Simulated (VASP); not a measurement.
# SiSe2 (Ibam) in VASP: settings compared

SiSe2 is run at these levels: BLYP, r2SCAN+D4; tasks: relaxation of shape and atoms at fixed volume.

All numbers are computed with VASP 6.6.1; they aren't measurements. Logs are shortened: lines on timing, memory, paths and dates and some standing lists are left out, and cuts for length are marked.

## (1) The cell of the first run

The structure is orthorhombic, space group Ibam (No. 72). The conventional cell has a = 6.799 Å, b = 11.369 Å, c = 6.271 Å, α = 90.00°, β = 90.00°, γ = 90.00°. Si (site symmetry 222) has 4 Se at 2.41 Å and 2 Si at 3.14 Å within 3.2 Å. Within 3.2 Å of Se (site symmetry m) lie 2 Si at 2.41 Å.

## (2) Relaxation of shape and atoms at fixed volume, BLYP (40.39 Å³/atom)

The input, INCAR:

```
SYSTEM = SiSe2
AGGAC = 1.0
AGGAX = 1.0
ALDAC = 0.0
ALDAX = 1.0
ALGO = Normal
EDIFF = 1E-7
EDIFFG = -0.04
ENCUT = 500
GGA = B5
GGA_COMPAT = .False.
IBRION = 2
ISIF = 4
ISMEAR = 0
LASPH = .True.
LCHARG = .False.
LREAL = .False.
LWAVE = .False.
NELM = 120
NELMIN = 4
NSW = 60
PREC = Accurate
SIGMA = 0.05
```

The input, KPOINTS:

```
k-points
0
Gamma
  6 6 6
  0 0 0
```

The input, POSCAR:

```
SiSe2
1.0
   -3.3996098309      5.6846685207      3.1352533515
    3.3996098309     -5.6846685207      3.1352533515
    3.3996098309      5.6846685207     -3.1352533515
Si Se
2 4
Direct
    0.2500000000      0.2500000000      0.0000000000
    0.7500000000      0.7500000000      0.0000000000
    0.1121301044      0.8063704910      0.9185005953
    0.8878698956      0.1936295090      0.0814994047
    0.6121301044      0.6936295090      0.3057596134
    0.3878698956      0.3063704910      0.6942403866
```

Potentials or basis: VASP PAW PBE potentials, release 64 (Si, Se).

Started as:

```sh
> cat potpaw_PBE.64/Si/POTCAR potpaw_PBE.64/Se/POTCAR > POTCAR
> mpirun -np 1 vasp_std > vasp.out
```

OUTCAR:

```text
SYSTEM = SiSe2
   EDIFF = 1E-7
   EDIFFG = -0.04
   ENCUT = 500
   GGA = B5
   IBRION = 2
   ISIF = 4
   ISMEAR = 0
   LASPH = .True.
   LREAL = .False.
   NELM = 120
   NELMIN = 4
   NSW = 60
   PREC = Accurate

 ion  position               nearest neighbor table
   1  0.250  0.250  0.000-   3 2.41   5 2.41   6 2.41   4 2.41   2 3.14   2 3.14
   2  0.750  0.750  0.000-   4 2.41   5 2.41   6 2.41   3 2.41   1 3.14   1 3.14
   3  0.112  0.806  0.919-   1 2.41   2 2.41
   4  0.888  0.194  0.081-   2 2.41   1 2.41
   5  0.612  0.694  0.306-   1 2.41   2 2.41
   6  0.388  0.306  0.694-   1 2.41   2 2.41

  LATTYP: Found a body centered orthorhombic cell.
 ALAT       =     6.2705067030
 B/A-ratio  =     1.0843174218
 C/A-ratio  =     1.8131448669

  Lattice vectors:

 A1 = (   3.3996098309,   5.6846685207,  -3.1352533515)
 A2 = (  -3.3996098309,   5.6846685207,   3.1352533515)
 A3 = (   3.3996098309,  -5.6846685207,   3.1352533515)

Analysis of symmetry for initial positions (statically):
=====================================================================
 Subroutine PRICEL returns:
 Original cell was already a primitive cell.

 Routine SETGRP: Setting up the symmetry group for a
 body centered orthorhombic supercell.

 Subroutine GETGRP returns: Found  8 space group operations
 (whereof  4 operations were pure point group operations)
 out of a pool of  8 trial point group operations.

The static configuration has the point symmetry C_2h.
 The point group associated with its full space group is D_2h.

Analysis of symmetry for dynamics (positions and initial velocities):
=====================================================================
 Subroutine PRICEL returns:
 Original cell was already a primitive cell.

 Routine SETGRP: Setting up the symmetry group for a
 body centered orthorhombic supercell.

 Subroutine GETGRP returns: Found  8 space group operations
 (whereof  4 operations were pure point group operations)
 out of a pool of  8 trial point group operations.

The dynamic configuration has the point symmetry C_2h.
 The point group associated with its full space group is D_2h.

 Subroutine INISYM returns: Found  8 space group operations
 (whereof  4 operations are pure point group operations),
 and found     1 'primitive' translations

----------------------------------------------------------------------------------------

                                     Primitive cell

  volume of cell :     242.3633

  direct lattice vectors                    reciprocal lattice vectors
[... 102 lines left out ...]
   ISYM   =      2    0-nonsym 1-usesym 2-fastsym
   POTIM  = 0.5000    time-step for ionic-motion
   TEBEG  =    0.0;   TEEND  =   0.0 temperature during run
   PSTRESS=    0.0 pullay stress
   NELECT =      32.0000    total number of electrons
   NUPDOWN=      -1.0000    fix difference up-down
   EMIN   =  10.00;   EMAX   =-10.00  energy-range for DOS
   EFERMI =   0.00;   METHOD = LEGACY
   ISMEAR =     0;   SIGMA  =   0.05  broadening in eV -4-tet -1-fermi 0-gaus
   EFERMI_NEDOS =   21; number of points for ismear=-14 and -15
   IALGO  =     38    algorithm
   IMIX   =      4    mixing-type and parameters
     AMIX     =   0.40;   BMIX     =  1.00
     AMIX_MAG =   1.60;   BMIX_MAG =  1.00
  volume/ion in A,a.u.               =      40.39       272.59
  Fermi-wavevector in a.u.,A,eV,Ry     =   0.833622  1.575317  9.455039  0.694926
  Thomas-Fermi vector in A             =   1.946877
   LORBIT       =      0    0 simple, 1 ext, 2 COOP (PROOUT), +10 PAW based schemes
   GGA     = B5    functional components
   LHFCALC =     F    Hartree Fock is set to
   AEXX    =    0.0000 exact exchange contribution
   IVDW    =     0    specifies the selected vdW correction
   LEPSILON=     F    determine dielectric tensor
   LRPA    =     F    only Hartree local field effects (RPA)
 conjugate gradient relaxation of ions
 non-spin polarized calculation
 Gauss-broadening in eV      SIGMA  =   0.05
  energy-cutoff  :      500.00
  volume of cell :      242.36
 maximum number of plane-waves:      6189
 NGX is ok and might be reduce to    54
   NGX = 27   NGY = 27   NGZ = 27

--------------------------------------- Ionic step        1  -------------------------------------------

 number of electron      31.9999998 magnetization

 Free energy of the ion-electron system (eV)
  ---------------------------------------------------
  ext. energy  EPLUGINS =         0.00000000
  ---------------------------------------------------
  free energy    TOTEN  =       -24.14770351 eV

  energy without entropy =      -24.14770351  energy(sigma->0) =      -24.14770351

------------------------ aborting loop because EDIFF is reached ----------------------------------------

  FORCE on cell =-STRESS in cart. coord.  units (eV):
  Direction    XX          YY          ZZ          XY          YZ          ZX
  --------------------------------------------------------------------------------------
  -------------------------------------------------------------------------------------
  Total       -3.8721844     -3.4970104     -5.8117070      0.0000000      0.0000000      0.0000000
  in kB      -25.5976303    -23.1174885    -38.4191225      0.0000000      0.0000000      0.0000000
  external PRESSURE =     -29.0447471 kB  Pullay stress =       0.0000000 kB
[... 107 lines left out ...]
--------------------------------------- Ionic step        4  -------------------------------------------

 number of electron      31.9999997 magnetization

 E-fermi :  -0.0064     XC(G=0):  -6.2234

 val. band max:       -0.2255762732   @ k =  -0.3333   0.3333   0.1667
 cond. band min:       2.0201939343   @ k =  -0.3333  -0.3333   0.3333
 fundamental gap:      2.2457702075
 Fermi energy:        -0.0063626145

 k-point     1 :       0.0000    0.0000    0.0000
  band No.  band energies     occupation
      1     -14.0303      2.00000
      2     -12.6168      2.00000
      3     -12.2579      2.00000
      4     -12.2142      2.00000
      5      -7.7211      2.00000
      6      -6.1535      2.00000
[... 622 lines left out ...]
--------------------------------------- Ionic step        6  -------------------------------------------

 number of electron      31.9999997 magnetization

 Free energy of the ion-electron system (eV)
  ---------------------------------------------------
  ext. energy  EPLUGINS =         0.00000000
  ---------------------------------------------------
  free energy    TOTEN  =       -24.41353931 eV

  energy without entropy =      -24.41353931  energy(sigma->0) =      -24.41353931

 E-fermi :   0.0449     XC(G=0):  -6.2166

 val. band max:       -0.2171492019   @ k =  -0.3333   0.3333   0.1667
 cond. band min:       2.0047447350   @ k =  -0.3333  -0.3333   0.3333
 fundamental gap:      2.2218939370
 Fermi energy:         0.0448672897

 k-point     1 :       0.0000    0.0000    0.0000
  band No.  band energies     occupation
      1     -14.0575      2.00000
      2     -12.6041      2.00000
      3     -12.2790      2.00000
      4     -12.2381      2.00000
      5      -7.6634      2.00000
      6      -6.2193      2.00000
[... 576 lines left out ...]
  FREE ENERGIE OF THE ION-ELECTRON SYSTEM (eV)
  ---------------------------------------------------
  free  energy   TOTEN  =       -24.4135393099 eV

  energy  without entropy=      -24.4135393099  energy(sigma->0) =      -24.41353931

 reached required accuracy - stopping structural energy minimisation
```

OSZICAR:

```text
N       E                     dE             d eps       ncg     rms          rms(c)
DAV:   1     0.176717757085E+03    0.17672E+03   -0.11419E+04  1840   0.121E+03
DAV:   2    -0.658192404257E+01   -0.18330E+03   -0.17829E+03  2592   0.193E+02
DAV:   3    -0.241268015385E+02   -0.17545E+02   -0.17385E+02  2204   0.689E+01
[... 60 lines left out ...]
DAV:   4    -0.244135383539E+02    0.20168E-04   -0.10971E-04  2216   0.612E-02    0.159E-02
DAV:   5    -0.244135383672E+02   -0.13232E-07   -0.24294E-05  2188   0.269E-02    0.577E-03
DAV:   6    -0.244135391828E+02   -0.81560E-06   -0.29259E-06  2032   0.122E-02    0.127E-03
DAV:   7    -0.244135392936E+02   -0.11087E-06   -0.38146E-07  2120   0.414E-03    0.979E-04
DAV:   8    -0.244135393099E+02   -0.16211E-07   -0.56566E-08  1140   0.175E-03
   6 F= -.24413539E+02 E0= -.24413539E+02  d E =-.964226E-02
```

It took 16 min on 1 thread of AMD EPYC 9R45 (Zen 5), shared host; peak memory 0.49 GiB.

What came out:

```yaml
Free_energy: -24.4135 eV
Energy_gained_by_relaxing: 44.3 meV/atom
Ionic_steps: 6
Pressure_after_relaxing: 0.3 GPa
Largest_force_after_relaxing: 0.015 eV/Å
Band_gap_on_the_k_mesh: 2.22 eV (least direct gap 2.30 eV)
```

Forces in eV/Å, atoms in the order of the input:
```
Si   0.000  0.000  0.000
Si   0.000  0.000  0.000
Se   0.000  0.015  0.000
Se   0.000 -0.015  0.000
Se   0.000  0.015  0.000
Se   0.000 -0.015  0.000
```

Step by step:
```
step  energy change (eV)  largest force (eV/Å)  pressure (GPa)  volume (Å³)
   1              0.0000                1.1181           -2.90       242.36
   2             -0.2017                0.5096           -1.35       242.36
   3             -0.2561                0.0537            0.04       242.36
   4             -0.2562                0.0814            0.11       242.36
   5             -0.2651                0.0307            0.22       242.36
   6             -0.2658                0.0148            0.25       242.36
```

Final structure:
```
Si Se
1.0
    -3.44599    5.80088    3.03109
     3.44599   -5.80088    3.03109
     3.44599    5.80088   -3.03109
Si Se
2 4
Direct
  0.25000 0.25000 0.00000
  0.75000 0.75000 0.00000
  0.10642 0.81666 0.92308
  0.89358 0.18334 0.07692
  0.60642 0.68334 0.28976
  0.39358 0.31666 0.71024
```

Levels at points of the mesh, in eV from the valence-band top:
| k point | band 13 | band 14 | band 15 | band 16 | band 17 | band 18 | band 19 | band 20 |
| --- | --- | --- | --- | --- | --- | --- | --- | --- |
| (0.00, 0.00, 0.00) | -1.39 | -0.90 | -0.83 | -0.14 | 2.68 | 2.83 | 3.62 | 4.53 |
| (0.50, 0.00, 0.00) | -0.84 | -0.84 | -0.57 | -0.57 | 2.44 | 2.44 | 3.95 | 3.95 |
| (0.00, 0.50, 0.00) | -0.67 | -0.67 | -0.62 | -0.62 | 2.38 | 2.38 | 3.86 | 3.86 |
| (0.50, 0.50, 0.00) | -1.48 | -1.19 | -0.98 | 0.00 | 2.71 | 3.45 | 4.05 | 4.20 |
| (0.50, 0.50, 0.50) | -1.52 | -1.43 | -1.11 | -0.05 | 2.25 | 3.65 | 3.78 | 4.21 |

Caveat: the PAW data sets were made with another functional, which shifts forces and pressure a little. Expect the measured gap to be larger: semilocal functionals such as BLYP lack the derivative discontinuity.

## (3) Relaxation of shape and atoms at fixed volume, BLYP (48.64 Å³/atom)

This run uses another cell than the first one, of 48.64 Å³/atom.

The input, INCAR:

```
SYSTEM = SiSe2
AGGAC = 1.0
AGGAX = 1.0
ALDAC = 0.0
ALDAX = 1.0
ALGO = Normal
EDIFF = 1E-7
EDIFFG = -0.01
ENCUT = 500
GGA = B5
GGA_COMPAT = .FALSE.
IBRION = 2
ISIF = 4
ISMEAR = 0
LASPH = .TRUE.
LCHARG = .FALSE.
LREAL = .FALSE.
LWAVE = .FALSE.
NELM = 120
NELMIN = 4
NSW = 60
PREC = Accurate
SIGMA = 0.05
```

The input, KPOINTS:

```
k-points
0
G
  6 6 6
  0 0 0
```

The input, POSCAR:

```
SiSe2
1.0
   -3.8016145539      6.3848732903      3.0060332261
    3.8016145539     -6.3848732903      3.0060332261
    3.8016145539      6.3848732903     -3.0060332261
Si Se
2 4
Direct
    0.2500000000      0.2500000000      0.0000000000
    0.7500000000      0.7500000000      0.0000000000
    0.0966934796      0.8364514279      0.9331449075
    0.9033065204      0.1635485721      0.0668550925
    0.5966934796      0.6635485721      0.2602420517
    0.4033065204      0.3364514279      0.7397579483
```

Potentials or basis: VASP PAW PBE potentials, release 64 (Si, Se).

Started as:

```sh
> cat potpaw_PBE.64/Si/POTCAR potpaw_PBE.64/Se/POTCAR > POTCAR
> mpirun -np 1 vasp_std > vasp.out
```

It took 35 min on 1 thread of Oxide Virtual Turin-like, shared host; peak memory 0.62 GiB.

Results (log left out):

```
Free energy               : -24.4620 eV
Energy gained by relaxing : 3.1 meV/atom
Ionic steps               : 6
Pressure after relaxing   : 0.1 GPa
Band gap on the k mesh    : 2.31 eV (least direct gap 2.48 eV)
```

The path:
```csv
step,energy change (eV),largest force (eV/Å),pressure (GPa),volume (Å³)
1,0.0000,0.3328,0.87,291.86
2,-0.0159,0.0896,0.36,291.86
3,-0.0178,0.0323,0.10,291.86
4,-0.0178,0.0252,0.12,291.86
5,-0.0185,0.0081,0.10,291.86
6,-0.0186,0.0004,0.09,291.86
```

Final structure:
```yaml
crystal:
  lattice:
    - [-3.78211, 6.35581, 3.03535]
    - [3.78211, -6.35581, 3.03535]
    - [3.78211, 6.35581, -3.03535]
  atoms:
    - { symbol: Si, position: [0.25000, 0.25000, 0.00000] }
    - { symbol: Si, position: [0.75000, 0.75000, 0.00000] }
    - { symbol: Se, position: [0.09797, 0.83432, 0.93229] }
    - { symbol: Se, position: [0.90203, 0.16568, 0.06771] }
    - { symbol: Se, position: [0.59797, 0.66568, 0.26366] }
    - { symbol: Se, position: [0.40203, 0.33432, 0.73634] }
```

Levels at points of the mesh, in eV from the valence-band top:
```
           k point  band 12  band 13  band 14  band 15  band 16  band 17  band 18  band 19  band 20
(0.00, 0.00, 0.00)    -1.60    -1.30    -1.01    -0.97    -0.05     2.77     2.79     3.82     4.34
(0.50, 0.00, 0.00)    -1.74    -0.76    -0.76    -0.56    -0.56     2.44     2.44     3.92     3.92
(0.00, 0.50, 0.00)    -1.75    -0.69    -0.69    -0.59    -0.59     2.41     2.41     3.87     3.87
(0.50, 0.50, 0.00)    -1.63    -1.29    -1.22    -1.05     0.00     2.69     3.36     4.05     4.16
(0.50, 0.50, 0.50)    -1.65    -1.33    -1.32    -1.11    -0.02     2.46     3.51     3.90     4.15
```

Caveat: the PAW data sets were made with another functional, which shifts forces and pressure a little; this functional lacks dispersion, which binds layers or chains, so the pressure and a relaxed spacing across them are unreliable. A k mesh can miss the band edges.

## (4) Relaxation of shape and atoms at fixed volume, r2SCAN+D4 (27.80 Å³/atom)

This run uses another cell than the first one, of 27.80 Å³/atom.

The input, POSCAR:

```
SiSe2
1.0
   -2.9703317692      4.8314797217      2.9051889634
    2.9703317692     -4.8314797217      2.9051889634
    2.9703317692      4.8314797217     -2.9051889634
Si Se
2 4
Direct
    0.2500000000      0.2500000000      0.0000000000
    0.7500000000      0.7500000000      0.0000000000
    0.1230209606      0.7862715410      0.9092925016
    0.8769790394      0.2137284590      0.0907074984
    0.6230209606      0.7137284590      0.3367494196
    0.3769790394      0.2862715410      0.6632505804
```

The input, INCAR.step1:

```
ALGO = Normal
EDIFF = 1E-5
EDIFFG = -0.005
ENCUT = 550
GGA = PE
GGA_COMPAT = False
IBRION = 2
ISIF = 3
ISMEAR = 0
LASPH = True
LCHARG = False
LREAL = False
LWAVE = True
NELM = 120
NELMIN = 4
NSW = 100
PREC = Accurate
SIGMA = 0.05
```

The input, INCAR.step2:

```
ALGO = Normal
EDIFF = 1E-7
EDIFFG = -0.01
ENCUT = 550
GGA_COMPAT = False
IBRION = 2
ISIF = 4
ISMEAR = 0
ISTART = 1
IVDW = 13
LASPH = True
LCHARG = False
LMIXTAU = True
LREAL = False
LWAVE = False
METAGGA = R2SCAN
NELM = 120
NELMIN = 4
NSW = 60
PREC = Accurate
SIGMA = 0.05
VDW_A1 = 0.51559235
VDW_A2 = 5.77342911
VDW_S6 = 1.0
VDW_S8 = 0.6018749
```

The input, KPOINTS:

```
k-points
0
Gamma
  6 6 6
```

Started as:

```sh
> cat potpaw_PBE.64/Si/POTCAR potpaw_PBE.64/Se/POTCAR > POTCAR
> cp INCAR.step1 INCAR
> mpirun -np 1 vasp_std > vasp.out
> cp INCAR.step2 INCAR
> mpirun -np 1 vasp_std > vasp.out
```

Run time: 1.9 h. Hardware: 1 thread of Oxide Virtual Turin-like, shared host; peak memory 0.46 GiB.

It converged, with:

```
Free energy                  : -78.4976 eV
Energy gained by relaxing    : 1.7 meV/atom
Ionic steps                  : 5
Pressure after relaxing      : 0.3 GPa
Largest force after relaxing : 0.006 eV/Å
Band gap on the k mesh       : 2.06 eV (least direct gap 2.28 eV)
Dispersion energy per atom   : -0.111 eV
```

Forces on the atoms (eV/Å):
```
Si   0.000  0.000  0.000
Si   0.000  0.000  0.000
Se  -0.005 -0.003  0.000
Se   0.005  0.003  0.000
Se   0.005 -0.003  0.000
Se  -0.005  0.003  0.000
```

Step by step:
| step | energy change (eV) | largest force (eV/Å) | pressure (GPa) | volume (Å³) |
| --- | --- | --- | --- | --- |
| 1 | 0.0000 | 0.2941 | 1.28 | 166.77 |
| 2 | -0.0100 | 0.0391 | 0.44 | 166.77 |
| 3 | -0.0102 | 0.0104 | 0.28 | 166.77 |
| 4 | -0.0102 | 0.0061 | 0.30 | 166.77 |
| 5 | -0.0104 | 0.0060 | 0.29 | 166.77 |

Final structure:
```
CELL_PARAMETERS angstrom
-2.96693 4.81982 2.91555
2.96693 -4.81982 2.91555
2.96693 4.81982 -2.91555
ATOMIC_POSITIONS crystal
Si 0.25000 0.25000 0.00000
Si 0.75000 0.75000 0.00000
Se 0.12414 0.78420 0.90834
Se 0.87586 0.21580 0.09166
Se 0.62414 0.71580 0.33995
Se 0.37586 0.28420 0.66005
```

Levels at points of the mesh, in eV from the valence-band top:
```
           k point  band 12  band 13  band 14  band 15  band 16  band 17  band 18  band 19  band 20
(0.00, 0.00, 0.00)    -1.95    -1.44    -0.72    -0.62    -0.45     3.16     3.43     3.54     5.72
(0.50, 0.00, 0.00)    -2.31    -1.30    -1.30    -0.63    -0.63     3.00     3.00     4.76     4.76
(0.00, 0.50, 0.00)    -2.29    -0.95    -0.95    -0.58    -0.58     2.82     2.82     4.36     4.36
(0.50, 0.50, 0.00)    -2.28    -1.85    -1.28    -0.92    -0.06     3.40     4.50     4.69     4.70
(0.50, 0.50, 0.50)    -2.18    -2.17    -1.97    -1.40    -0.22     2.06     3.64     4.03     5.08
```

Caveat: the PAW data sets were made with another functional, which shifts forces and pressure a little. r2SCAN opens gaps a little over a GGA but as a rule still falls short of measured ones.

## (5) Overview

```tsv
level	cell	cutoff (eV)	gap on the mesh (eV)	pressure (GPa)	relaxed volume (Å³/atom)	largest force (eV/Å)
BLYP	relaxed from a = 7.328 Å, angles 124.7, 78.3, 129.3°, 6 atoms, atomic positions A	500	2.22	0.3	40.39	0.01
BLYP	relaxed from a = 8.016 Å, angles 123.4, 74.4, 136.0°, 6 atoms, atomic positions B	500	2.31	0.1	48.64	-
r2SCAN+D4	relaxed from a = 6.372 Å, angles 124.4, 81.4, 125.8°, 6 atoms, atomic positions C	550	2.06	0.3	27.80	0.01
```

Alike in all rows: task relaxation of shape and atoms at fixed volume; potentials or basis VASP PAW PBE potentials, release 64 (Si, Se); no spin polarisation; k mesh 6 × 6 × 6; smearing gaussian 0.05 eV.

Caveats: the PAW data sets were made with another functional, which shifts forces and pressure a little; this functional lacks dispersion, which binds layers or chains, so the pressure and a relaxed spacing across them are unreliable (at least some runs).

Total energies depend on the potentials used, so only differences within one code and one set of settings carry meaning.
